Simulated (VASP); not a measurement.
# B15As8 in VASP: notebook

B15As8 is run at these levels: PBE; tasks: single point.

Everything below comes from runs of VASP 6.6.1. Logs are shortened: lines on timing, memory, paths and dates and some standing lists are left out, and cuts for length are marked.

### Step 1. The cell of the first run

The cell holds an amorphous packing of atoms, 23 atoms: a = 6.753 Å, b = 6.545 Å, c = 7.131 Å, α = 89.23°, β = 90.94°, γ = 91.42°.

### Step 2. Single point, PBE

Contents of INCAR:

```
  ALGO = Normal
  EDIFF = 1E-6
  ENCUT = 520
  GGA = PE
  ISIF = 2
  ISMEAR = -1
  ISYM = 0
  LASPH = True
  LCHARG = False
  LREAL = Auto
  LWAVE = False
  NBANDS = 60
  NELM = 80
  PREC = Accurate
  SIGMA = 0.05
```

Contents of KPOINTS:

```
Automatic mesh
0
Gamma
  1 1 1
  0.25 0.25 0.25
```

Contents of POSCAR:

```
B15As8
1.0
    6.7523970000     -0.0821590000     -0.0565340000
   -0.0821590000      6.5439730000      0.0455560000
   -0.0565340000      0.0455560000      7.1307640000
As B
8 15
Direct
    0.6886617162     -0.0134899080      0.7142714789
    0.3642972519      0.7551017748      0.4405714120
    0.6646948861      0.2335317399      0.0226592955
    0.8200483799      0.8935787537      0.3819061662
    0.1063156228      0.1949594064      0.7262642371
    0.1102513691      0.1676388811      0.3712097321
    0.4256422963      0.2103067298      0.5682628857
    0.6369877330      0.5195054326      0.4919165569
    0.5899470104      0.7262816506      0.8365735533
    0.5523670420      0.5587358390      0.1763253907
    0.7298924280      0.7188653689      0.0429508125
    0.8066754406      0.4842578985      0.1274044039
    0.1850676318      0.8181985078      1.0438806785
    1.0201051310      0.4907661683      0.7837225128
    0.7883887550      0.5200060613      0.8791291331
    0.4046534442      0.7413452242     -0.0067654806
    0.0553010898      0.5590177142      1.0279579833
    0.2869797005      0.6035886638      0.1914357319
    0.1291409815      0.6734370306      0.6281576222
    0.9331787348      0.8721332697      0.0708899388
    0.2020876658      0.6642412270      0.8511648472
    0.9683899832      0.6082699423      0.4399612179
    0.0330794245      0.4565927484      0.2578838078
```

Potentials or basis: VASP PAW PBE potentials, release 64 (As, B).

Command:

```
$ cat potpaw_PBE.64/As/POTCAR potpaw_PBE.64/B/POTCAR > POTCAR
$ mpirun -np 1 vasp_std > vasp.out
```

OUTCAR:

```text
EDIFF = 1E-6
   ENCUT = 520
   GGA = PE
   ISIF = 2
   ISMEAR = -1
   ISYM = 0
   LASPH = True
   LREAL = Auto
   NELM = 80
   PREC = Accurate

 ion  position               nearest neighbor table
   1  0.689  0.987  0.714-   9 2.01   7 2.53   4 2.63   3 2.76
   2  0.364  0.755  0.441-  18 2.10  19 2.15   8 2.45
   3  0.665  0.234  0.023-  12 2.03  15 2.27  10 2.54   1 2.76
   4  0.820  0.894  0.382-  22 2.17  20 2.36   6 2.63   1 2.63   8 2.82
   5  0.106  0.195  0.726-  14 2.08   7 2.45   6 2.54
   6  0.110  0.168  0.371-  23 2.12   5 2.54   7 2.54   4 2.63
   7  0.426  0.210  0.568-   5 2.45   8 2.51   1 2.53   6 2.54
   8  0.637  0.520  0.492-  10 2.33  22 2.33   2 2.45   7 2.51   4 2.82
   9  0.590  0.726  0.837-  16 1.70  11 1.74  15 1.94   1 2.01
  10  0.552  0.559  0.176-  18 1.83  12 1.84  11 1.84  16 2.03   8 2.33   3 2.54
  11  0.730  0.719  0.043-  20 1.69  12 1.73   9 1.74  15 1.82  10 1.84
  12  0.807  0.484  0.127-  11 1.73  15 1.79  23 1.79  10 1.84  17 1.88   3 2.03
  13  0.185  0.818  0.044-  16 1.63  21 1.72  20 1.76  18 1.88  17 1.89
  14  0.020  0.491  0.784-  21 1.72  15 1.73  19 1.77  17 1.81   5 2.08
  15  0.788  0.520  0.879-  14 1.73  12 1.79  11 1.82   9 1.94  17 2.09   3 2.27
  16  0.405  0.741  0.993-  13 1.63   9 1.70  21 1.76  18 1.85  10 2.03
  17  0.055  0.559  0.028-  21 1.74  23 1.77  14 1.81  12 1.88  13 1.89  18 1.95  15 2.09
  18  0.287  0.604  0.191-  10 1.83  16 1.85  13 1.88  17 1.95  23 2.01   2 2.10
  19  0.129  0.673  0.628-  21 1.66  22 1.76  14 1.77   2 2.15
  20  0.933  0.872  0.071-  11 1.69  13 1.76   4 2.36
  21  0.202  0.664  0.851-  19 1.66  14 1.72  13 1.72  17 1.74  16 1.76
  22  0.968  0.608  0.440-  23 1.71  19 1.76   4 2.17   8 2.33
  23  0.033  0.457  0.258-  22 1.71  17 1.77  12 1.79  18 2.01   6 2.12

IMPORTANT INFORMATION: All symmetrisations will be switched off!
NOSYMM: (Re-)initialisation of all symmetry stuff for point group C_1.

----------------------------------------------------------------------------------------

                                     Primitive cell

  volume of cell :     315.0080

  direct lattice vectors                    reciprocal lattice vectors
     6.752397000 -0.082159000 -0.056534000     0.148127821  0.001851638  0.001162555
    -0.082159000  6.543973000  0.045556000     0.001851638  0.152842309 -0.000961777
    -0.056534000  0.045556000  7.130764000     0.001162555 -0.000961777  0.140252789

  length of vectors
     6.753133453  6.544647284  7.131133617     0.148143955  0.152856550  0.140260905

  position of ions in fractional coordinates (direct lattice)
     0.688661716  0.986510092  0.714271479
     0.364297252  0.755101775  0.440571412
     0.664694886  0.233531740  0.022659295
     0.820048380  0.893578754  0.381906166
     0.106315623  0.194959406  0.726264237
     0.110251369  0.167638881  0.371209732
[... 15 lines left out ...]
     0.968389983  0.608269942  0.439961218
     0.033079425  0.456592748  0.257883808
[... 86 lines left out ...]
   NUPDOWN=      -1.0000    fix difference up-down
   EMIN   =  10.00;   EMAX   =-10.00  energy-range for DOS
   EFERMI =   0.00;   METHOD = LEGACY
   ISMEAR =    -1;   SIGMA  =   0.05  broadening in eV -4-tet -1-fermi 0-gaus
   EFERMI_NEDOS =   21; number of points for ismear=-14 and -15
   IALGO  =     38    algorithm
   IMIX   =      4    mixing-type and parameters
     AMIX     =   0.40;   BMIX     =  1.00
     AMIX_MAG =   1.60;   BMIX_MAG =  1.00
  volume/ion in A,a.u.               =      13.70        92.43
  Fermi-wavevector in a.u.,A,eV,Ry     =   1.057890  1.999123 15.226711  1.119132
  Thomas-Fermi vector in A             =   2.193180
   LORBIT       =      0    0 simple, 1 ext, 2 COOP (PROOUT), +10 PAW based schemes
   GGA     = PE    functional components
   LHFCALC =     F    Hartree Fock is set to
   AEXX    =    0.0000 exact exchange contribution
   IVDW    =     0    specifies the selected vdW correction
   LEPSILON=     F    determine dielectric tensor
   LRPA    =     F    only Hartree local field effects (RPA)
 non-spin polarized calculation
  energy-cutoff  :      520.00
  volume of cell :      315.01
 maximum number of plane-waves:      8505
 NGX is ok and might be reduce to    50
   NGX = 25   NGY = 25   NGZ = 27

 number of electron      85.0000000 magnetization

 Free energy of the ion-electron system (eV)
  ---------------------------------------------------
  ext. energy  EPLUGINS =         0.00000000
  ---------------------------------------------------
  free energy    TOTEN  =      -125.91556320 eV

  energy without entropy =     -125.84185779  energy(sigma->0) =     -125.87871050

 E-fermi :   4.2387     XC(G=0): -10.0464

 val. band max:        4.2372037040   @ k =   0.2500   0.2500   0.2500
 cond. band min:       5.1446901062   @ k =   0.2500   0.2500   0.2500
 fundamental gap:      0.9074864023
 Fermi energy:         4.2386936727

 k-point     1 :       0.2500    0.2500    0.2500
  band No.  band energies     occupation
      1     -10.3029      2.00000
      2      -9.4178      2.00000
      3      -9.0628      2.00000
      4      -8.6150      2.00000
      5      -7.8861      2.00000
      6      -7.2619      2.00000
[... 46 lines left out ...]
     53       7.3720      0.00000
     54       7.5621      0.00000
 [bands above 54 left out]

------------------------ aborting loop because EDIFF is reached ----------------------------------------

  FORCE on cell =-STRESS in cart. coord.  units (eV):
  Direction    XX          YY          ZZ          XY          YZ          ZX
  --------------------------------------------------------------------------------------
  -------------------------------------------------------------------------------------
  Total      -19.4962822      2.0186428      6.0145588     11.6763462      3.6852892      2.3436913
  in kB      -99.1609715     10.2671154     30.5909343     59.3876215     18.7439255     11.9203604
  external PRESSURE =     -19.4343072 kB  Pullay stress =       0.0000000 kB

 VOLUME and BASIS-vectors are now :
 -----------------------------------------------------------------------------
  energy-cutoff  :      520.00
  volume of cell :      315.01
      direct lattice vectors                 reciprocal lattice vectors
     6.752397000 -0.082159000 -0.056534000     0.148127821  0.001851638  0.001162555
    -0.082159000  6.543973000  0.045556000     0.001851638  0.152842309 -0.000961777
    -0.056534000  0.045556000  7.130764000     0.001162555 -0.000961777  0.140252789

 POSITION                                       TOTAL-FORCE (eV/Angst)
 -----------------------------------------------------------------------------------
      4.52869      6.43165      5.09931         0.316758      1.086207     -0.032552
      2.37293      4.93151      3.15541        -0.615348      0.207121      0.698634
      4.46782      1.47465      0.13464        -0.356201     -0.179533     -0.131303
      5.44229      5.79758      2.71763         0.014598      0.273478      0.120642
      0.66081      1.30016      5.18169        -0.131731      0.136112      0.145933
      0.70970      1.10488      2.64841        -0.412007     -0.533034     -0.234149
[... 15 lines left out ...]
      6.46411      3.92098      3.11022         0.361612      0.774411      1.332860
      0.17127      2.99696      1.85784         0.371491      0.234598     -0.204340
 -----------------------------------------------------------------------------------
    total drift:                               -0.011212     -0.010582     -0.017523

  FREE ENERGIE OF THE ION-ELECTRON SYSTEM (eV)
  ---------------------------------------------------
  free  energy   TOTEN  =      -125.9155632043 eV

  energy  without entropy=     -125.8418577937  energy(sigma->0) =     -125.87871050
```

Wall time 53 s (1 thread of AMD EPYC 7R13 (Zen 3), shared host); peak memory 0.29 GiB.

Results:

- Free energy: -125.9156 eV
- Pressure: -1.9 GPa
- Largest force: 1.867 eV/Å

Forces in eV/Å, atoms in the order of the input:
```
As   0.317  1.086 -0.033
As  -0.615  0.207  0.699
As  -0.356 -0.180 -0.131
As   0.015  0.273  0.121
As  -0.132  0.136  0.146
As  -0.412 -0.533 -0.234
As   0.424 -0.123 -0.352
As   0.191  0.013 -0.298
B    0.145 -0.667  0.145
B    0.366 -0.996  0.694
B   -0.574 -0.350 -0.487
B    0.431 -0.297 -0.166
B   -1.811 -0.158  0.424
B   -0.015 -0.012 -0.028
B   -0.310  0.068  0.099
B    1.288 -0.089 -0.059
B   -0.200  0.553  0.391
B   -0.348  0.435 -0.005
B   -0.186 -0.798 -1.322
B    0.767  0.024  0.052
B    0.281  0.397 -0.784
B    0.362  0.774  1.333
B    0.371  0.235 -0.204
```

Stress tensor (GPa, compression positive):
```
-9.92  5.94  1.19
 5.94  1.03  1.87
 1.19  1.87  3.06
```

Caveat: the k points lie up to 0.96 Å⁻¹ apart.

### Step 3. Single point, PBE

Contents of INCAR:

```
ALGO = Normal
EDIFF = 1E-6
ENCUT = 520
GGA = PE
ISIF = 2
ISMEAR = -1
ISYM = 0
LASPH = True
LCHARG = True
LELF = True
LREAL = Auto
LVHAR = True
LWAVE = False
NBANDS = 60
NELM = 80
PREC = Accurate
SIGMA = 0.05
```

KPOINTS is that of step 2.

Contents of POSCAR:

```
B15As8
1.0
    6.7523970000     -0.0821590000     -0.0565340000
   -0.0821590000      6.5439730000      0.0455560000
   -0.0565340000      0.0455560000      7.1307640000
As B
8 15
Direct
    0.7192871949     -0.0030512709      0.7385712367
    0.3663568356      0.7718286505      0.4700733598
    0.6641729397      0.2527581175      0.0306543176
    0.8223133935      0.9177861699      0.3967541204
    0.1144510811      0.1906778509      0.7460154140
    0.1056147618      0.1658002031      0.3652460846
    0.4383885324      0.1873905325      0.5812182389
    0.6488014175      0.5232154333      0.4710950660
    0.6088605369      0.7189267248      0.8463714261
    0.5646339076      0.5132927058      0.1800454272
    0.7261222949      0.7191431731      0.0591134851
    0.8450313567      0.4741308718      0.1278713609
    0.1816798160      0.8107370561      1.0605458475
    1.0402195840      0.4996281524      0.7954443190
    0.8013366792      0.5264294319      0.8894554284
    0.4286665760      0.7220550303      0.0247210954
    0.0649751677      0.5765019443      1.0398221262
    0.2875473289      0.6288247090      0.2195689638
    0.1456333950      0.6522901563      0.6348213891
    0.9483559566      0.8432959983      0.1115710972
    0.2304877953      0.6811048551      0.8664910218
    0.9598049203      0.6114003727      0.4587119495
    0.0455113433      0.4661426387      0.2720459328
```

Potentials or basis: VASP PAW PBE potentials, release 64 (As, B).

Command:

```
$ cat potpaw_PBE.64/As/POTCAR potpaw_PBE.64/B/POTCAR > POTCAR
$ mpirun -np 1 vasp_std > vasp.out
```

Wall time 87 s (1 thread of AMD EPYC 7R13 (Zen 3), shared host); peak memory 0.29 GiB.

The run converged. Its results:

| Item | Value |
| --- | --- |
| Free energy | -126.1636 eV |
| Pressure | -2.2 GPa |
| Largest force | 1.742 eV/Å |

Forces on the atoms (eV/Å):
```
As  -0.160 -0.081 -0.200
As  -0.026 -0.526  0.595
As  -0.224 -0.387  0.116
As  -0.018 -0.050  0.016
As  -0.040  0.642 -0.344
As   0.390  0.098  0.644
As   0.176  0.231 -0.416
As  -0.758 -0.640  0.624
B   -0.012  0.480  0.320
B   -0.341  1.159  0.301
B   -0.307 -0.710  0.201
B   -1.252  0.468 -0.205
B    0.700  0.717 -0.039
B   -0.491 -0.526  0.716
B    0.388  0.171 -0.542
B    0.923 -0.247  0.066
B    0.229 -0.461  0.005
B   -0.018 -0.802 -0.007
B    0.266  0.556 -0.581
B   -0.701  0.121 -0.235
B   -0.289 -0.794 -1.524
B    0.651  0.488  0.347
B    0.915  0.093  0.143
```

Stress tensor (GPa, compression positive):
```
-10.31   3.78   0.32
  3.78  -0.08   0.17
  0.32   0.17   3.88
```

Levels at points of the mesh, in eV from the Fermi level:
```tsv
k point	band 41	band 42	band 43	band 44	band 45	band 46
(0.25, 0.25, 0.25)	-0.53	-0.19	0.00	0.98	1.29	1.59
```

Caveat: the k points lie up to 0.96 Å⁻¹ apart.

[end of part 1 of 2]
